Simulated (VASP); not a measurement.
ZnS, 2 atoms in the cell. The structure is cubic, space group F-43m (No. 216). The conventional cell has a = 5.404 Å, b = 5.404 Å, c = 5.404 Å, α = 90.00°, β = 90.00°, γ = 90.00°. Zn (site symmetry -43m) has 4 S at 2.34 Å within 3.1 Å. S (site symmetry -43m) has 4 Zn at 2.34 Å within 3.1 Å. 

| Item | Value |
| --- | --- |
| Program | VASP 6.6.1 |
| Task | relaxation of cell and atoms |
| Functional | PBEsol |
| Potentials or basis | VASP PAW PBE potentials, release 64 (Zn, S) |
| Cutoff | 600 eV |
| k mesh | 9 × 9 × 9 |
| Occupations | fermi-dirac, width 0.05 eV |
| Spin | no spin polarisation |
| Target pressure | 20 GPa |
| Dipole correction | no |
| Further INCAR settings | ALGO = Normal; EDIFF = 1e-06; IBRION = 2; EDIFFG = -0.01; NSW = 80; ISIF = 3 |

Potentials or basis: VASP PAW PBE potentials, release 64 (Zn, S).

The run is started by

```bash
$ cat potpaw_PBE.64/Zn/POTCAR potpaw_PBE.64/S/POTCAR > POTCAR
$ mpirun -np 1 vasp_std > vasp.out
```

Hardware: 1 thread of Intel Xeon 8259CL, on a shared host.

**Question.** Estimate the wall time of this run.

**Answer.** It took 110 s on 1 thread of Intel Xeon 8259CL, on a shared host, peak memory 0.2 GiB. Counts: scf iterations 67, k points 35, ion steps 7.
